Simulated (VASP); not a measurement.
Set up this calculation in VASP 6.6.1, as the native input.

* Task: single point
* Functional: PBE
* Potentials or basis: VASP PAW PBE potentials, release 64 (Bi_d, Te)
* Cutoff: 520 eV
* k mesh: 6 × 6 × 6
* Occupations: fermi-dirac, width 0.1 eV
* Spin: no spin polarisation
* Dipole correction: no
* Further INCAR settings: ALGO = Normal; EDIFF = 1e-07; NBANDS = 18

The structure of BiTe lies in POSCAR:

```
BiTe
1.0
    0.0000000000      3.3394261735      3.3394261735
    3.3394261735      0.0000000000      3.3394261735
    3.3394261735      3.3394261735      0.0000000000
Bi Te
1 1
Direct
    0.0000000000      0.0000000000      0.0000000000
    0.5000000000      0.5000000000      0.5000000000
```

The input as run:

INCAR

```
  PREC = Accurate
  ENCUT = 520
  EDIFF = 1E-7
  ISMEAR = -1
  SIGMA = 0.1
  LREAL = False
  LASPH = True
  NELM = 60
  ALGO = Normal
  ISIF = 2
  LWAVE = False
  LCHARG = False
  GGA = PE
  NBANDS = 18
```

KPOINTS

```
regular mesh
0
Gamma
  6 6 6
```

Potentials or basis: VASP PAW PBE potentials, release 64 (Bi_d, Te).

Run with:

```bash
$ cat potpaw_PBE.64/Bi_d/POTCAR potpaw_PBE.64/Te/POTCAR > POTCAR
$ mpirun -np 1 vasp_std > vasp.out
```

Results of the run:

| Quantity | Value |
| --- | --- |
| Pressure | -3.1 GPa |

It took 21 s on 1 thread of Intel Xeon 6975P-C, with other jobs on the host, peak memory 0.21 GiB.
